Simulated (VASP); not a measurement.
Write the native input for VASP 6.6.1 that does the following.

```
Task                   : single point
Functional             : RPBE
Potentials or basis    : VASP PAW PBE potentials, release 64 (K_sv)
Cutoff                 : 520 eV
k mesh                 : 5 × 5 × 7
Occupations            : fermi-dirac, width 0.1 eV
Spin                   : no spin polarisation
Dipole correction      : no
Further INCAR settings : ALGO = Normal; EDIFF = 1e-06; NBANDS = 20
```

The structure of K lies in POSCAR:

```
K
1.0
    7.7967122587      0.0000000000      0.0000000000
   -3.8983561294      6.7521508820      0.0000000000
    0.0000000000      0.0000000000      4.6317358165
K
3
Direct
    1.0000000000      1.0000000000      1.0000000000
    0.3333333333      0.6666666667      0.5000000000
    0.6666666667      0.3333333333      0.5000000000
```

This isn't the form of K at room conditions, which is bcc.

The input as run:

INCAR

```
PREC = Accurate
ENCUT = 520
EDIFF = 1E-6
ISMEAR = -1
SIGMA = 0.1
LREAL = F
LASPH = T
NELM = 100
ALGO = Normal
ISIF = 2
LWAVE = F
LCHARG = F
GGA = RP
NBANDS = 20
```

KPOINTS

```
Automatic mesh
0
Gamma
  5 5 7
```

Potentials or basis: VASP PAW PBE potentials, release 64 (K_sv).

Run with:

```sh
$ cat potpaw_PBE.64/K_sv/POTCAR > POTCAR
$ mpirun -np 1 vasp_std > vasp.out
```

Results of the run:

```json
{
 "Pressure": "0.0 GPa",
 "Band gap on the k mesh": "zero (an odd number of electrons rules out a gap without spin polarisation)"
}
```

Caveat: the PAW data sets were made with another functional, which shifts forces and pressure a little.

It took 56 s on 1 thread of Oxide Virtual Turin-like Processor, on a shared host, peak memory 0.31 GiB.
